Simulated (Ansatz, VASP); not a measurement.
## Si in VASP and in Ansatz

Contents of POSCAR:

```
Si
1.0
    2.4423629206      0.0000000000      0.0000000000
   -1.2211814603      2.1151483345      0.0000000000
    0.0000000000      0.0000000000      5.3675904818
Si
2
Direct
    0.3333333333      0.6666666667      0.2500000000
    0.6666666667      0.3333333333      0.7500000000
```

The input INCAR.step1:

```
SYSTEM = Si
  ALGO = Normal
  EDIFF = 1E-4
  ENCUT = 520
  GGA = PE
  ISMEAR = 0
  LASPH = .TRUE.
  LCHARG = .FALSE.
  LREAL = .FALSE.
  LWAVE = .TRUE.
  NBANDS = 11
  NELM = 100
  PREC = Accurate
  SIGMA = 0.15
```

The input INCAR.step2:

```
SYSTEM = Si
  ALGO = Normal
  EDIFF = 1E-7
  ENCUT = 520
  ISIF = 2
  ISMEAR = 0
  ISTART = 1
  LASPH = .TRUE.
  LCHARG = .TRUE.
  LELF = .TRUE.
  LMIXTAU = .TRUE.
  LREAL = .FALSE.
  LVHAR = .TRUE.
  LWAVE = .FALSE.
  METAGGA = R2SCAN
  NBANDS = 11
  NELM = 100
  PREC = Accurate
  SIGMA = 0.15
```

Contents of KPOINTS:

```
k-points
0
G
  24 24 12
  0 0 0
```

Input for Ansatz:

```yaml
crystal:
  lattice:
    - [2.4423629206, 0.0, 0.0]
    - [-1.2211814603, 2.1151483345, 0.0]
    - [0.0, 0.0, 5.3675904818]
  atoms:
    - { symbol: Si, position: [0.3333333333, 0.6666666667, 0.25] }
    - { symbol: Si, position: [0.6666666667, 0.3333333333, 0.75] }
basis:
  ecutwfc: 500
kpoints:
  mp_grid: { grid: [24, 24, 12] }
hamiltonian:
  xc: r2scan
scf:
  occupations: { method: gaussian, width: 0.15 }
output:
  forces: true
  stress: true
  eigenvalues: true
  write_density: true
  write_potential: true
  elf: true
  volumetric_format: npy
```

Alike in both runs: task single point; functional r2SCAN; k mesh 24 × 24 × 12; occupations gaussian, width 0.15 eV; no spin polarisation.

|  | VASP | Ansatz |
| --- | --- | --- |
| version | VASP 6.6.1 | Ansatz 0.2.0 |
| potentials or method | VASP PAW PBE potentials, release 64 (Si), cutoff 520 eV | scalar-relativistic, plane waves, PAW |
| valence electrons in the cell | 8 | 8 |

```tsv
	VASP	Ansatz	Ansatz less VASP
gap on the k mesh at the Fermi level (eV)	none	none	-
pressure (GPa)	8.6	8.6	+0.03
traceless stress, the component that is largest in VASP (GPa)	-15.54	-15.68	-0.143
```

VASP's potentials were made for PBE, not for r2SCAN. A gap of «none» marks a metal or a gap that the smearing closes.
